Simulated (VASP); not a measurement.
Runs of VASP 6.6.1 on TaN. The structure is that of space group P-6m2 (No. 187), or close to it. The cells are those of the table. 

| task | level | cell | cutoff (eV) | gap on the mesh (eV) | pressure (GPa) | relaxed volume (Å³/atom) |
| --- | --- | --- | --- | --- | --- | --- |
| single point | r2SCAN | a = 2.936, b = 2.936, c = 2.885 Å, angles 90.0, 90.0, 120.0°, 2 atoms | 520 | none | 1.6 | - |
| relaxation of cell and atoms | r2SCAN | relaxed from a = 2.938, b = 2.938, c = 2.883 Å, angles 90.0, 90.0, 120.0°, 2 atoms | 600 | none | 0.0 | 10.82 |
| relaxation of cell and atoms | PBEsol | relaxed from a = 2.938, b = 2.938, c = 2.883 Å, angles 90.0, 90.0, 120.0°, 2 atoms | 600 | none | 0.0 | (a) |
| single point | PBEsol | a = 2.924, b = 2.924, c = 2.871 Å, angles 90.0, 90.0, 120.0°, 2 atoms | 520 | none | 0.8 | - |

Alike in all rows: potentials or basis VASP PAW PBE potentials, release 64 (Ta_pv, N); no spin polarisation; k mesh 12 × 12 × 12; smearing fermi-dirac 0.08 eV.

**Question.** Estimate the missing entries.

**Answer.** (a) 10.65.

Caveats: the PAW data sets were made with another functional, which shifts forces and pressure a little; spin-orbit coupling is left out, which moves the levels of the heavy elements.

A k mesh can miss the band edges, and the runs leave out spin-orbit coupling on Ta.

A gap of «none» marks levels without a gap at the run's occupations.
